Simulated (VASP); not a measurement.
**LaTe: electric field gradients with LDA**

Crystal: LaTe.

```
La Te
1.0
     0.00000    3.21100    3.27522
     3.21100    0.00000    3.27522
     3.21100    3.21100    0.00000
La Te
1 1
Direct
  0.00000 0.00000 0.00000
  0.50000 0.50000 0.50000
```

This cell differs from its parent crystal: zz strain of +2 %.

| Quantity | Value |
| --- | --- |
| Program | VASP 6.6.1 |
| Task | electric field gradients |
| Functional | LDA |
| Potentials or basis | VASP PAW LDA potentials, release 64 (La, Te) |
| Cutoff | 520 eV |
| k mesh | 10 × 10 × 10 |
| Occupations | fermi-dirac, width 0.08 eV |
| Spin | no spin polarisation |
| Dipole correction | no |
| Further INCAR settings | ALGO = Normal; EDIFF = 1e-08; NBANDS = 16 |

| Item | Value |
| --- | --- |
| Pressure | -3.1 GPa |

Stress tensor (GPa, compression positive):
```
-2.35  0.00  0.00
 0.00 -2.35  0.00
 0.00  0.00 -4.65
```

Levels at points of the mesh, in eV from the Fermi level:
```csv
k point,band 7,band 8,band 9,band 10,band 11,band 12
"(0.00, 0.00, 0.00)",-2.27,-2.27,-0.10,0.04,0.04,0.58
"(0.50, 0.00, 0.00)",-3.85,-3.84,0.72,1.03,1.03,1.23
"(0.50, 0.50, 0.00)",-2.65,-2.65,-1.57,1.13,1.13,1.19
"(0.50, 0.00, 0.50)",-2.74,-2.68,-1.57,1.10,1.13,1.19
```

Electric field gradients, principal values (V/Å²):
```tsv
atom	least	middle	greatest (by size)
1 La	-13.739	-13.739	27.478
2 Te	-15.051	-15.052	30.103
```

Run time: 3 min on 1 thread of Intel(R) Xeon(R) Platinum 8375C CPU @ 2.90GHz (Ice Lake), on a shared host, peak memory 0.28 GiB.

Caveat: the cell differs from its parent crystal (zz strain of +2 %); without QUAD_EFG the Cq values of the log hold for a quadrupole moment of 1 mb, not for the nuclei; spin-orbit coupling is left out, which moves the levels of the heavy elements.
